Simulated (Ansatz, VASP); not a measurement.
**Cu2Sb3: VASP beside Ansatz**

```xyz
5
Lattice="6.5332 0.0000 0.0000 -3.2666 5.6579 0.0000 0.0000 0.0000 3.9447" Properties=species:S:1:pos:R:3 pbc="T T T"
Cu    0.0000    3.7719    1.9724
Cu    3.2666    1.8860    1.9724
Sb    3.2666    0.0000    0.0000
Sb   -1.6333    2.8289    0.0000
Sb    1.6333    2.8289    0.0000
```

Alike in both runs: task relaxation of cell and atoms; functional PBE; k mesh 3 × 3 × 4; occupations gaussian, width 0.1 eV; no spin polarisation.

|  | VASP | Ansatz |
| --- | --- | --- |
| version | VASP 6.6.1 | Ansatz 0.2.0 |
| potentials or method | VASP PAW PBE potentials, release 64 (Cu, Sb), cutoff 600 eV | scalar-relativistic, plane waves, PAW |
| valence electrons in the cell | 37 | 83 |

```csv
,VASP,Ansatz,Ansatz less VASP
"gap on the k mesh at the Fermi level, each at its own relaxed structure (eV)",none,none,-
relaxed volume (Å³/atom),28.25,28.22,-0.027
relaxed length of the cell vector where the two differ most in proportion (Å),4.159,4.152,-0.0065
```

A gap of «none» marks a metal or a gap that the smearing closes. VASP's potentials hold 37 valence electrons a cell and Ansatz's 83, so a difference there can come from the potentials and not from the codes.

The k mesh is coarse, so the values compare programs but aren't converged. Neither program's run includes spin-orbit coupling.
